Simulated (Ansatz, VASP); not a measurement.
Two plane-wave programs on InO

```
In O
1.0
     3.36727    0.00000    0.00000
    -1.68364    2.91614    0.00000
     0.00000    0.00000   16.67095
In O
2 2
Direct
  0.66667 0.33333 0.59002
  0.66667 0.33333 0.40998
  0.00000 0.00000 0.63987
  0.00000 0.00000 0.36013
```

Change from the starting cell: strain -0.025 along x and y, +0.050 along z, atoms carried along.

Alike in both runs: task single point; functional PBE; k mesh 12 × 12 × 2; occupations gaussian, width 0.03 eV; no spin polarisation.

```csv
,VASP,Ansatz
version,VASP 6.6.1,Ansatz 0.2.0
potentials or method,"VASP PAW PBE potentials, release 64 (In_d, O), cutoff 520 eV","scalar-relativistic, plane waves, PAW"
valence electrons in the cell,38,38
```

```tsv
	VASP	Ansatz	Ansatz less VASP
gap on the k mesh at the Fermi level (eV)	0.12	0.12	+0.007
least direct gap on the mesh (eV)	1.20	1.21	+0.011
rms of the force components (eV/Å)	0.281	0.264	-0.0168
```

Atom by atom the forces differ by 0.022 eV/Å (rms over components).
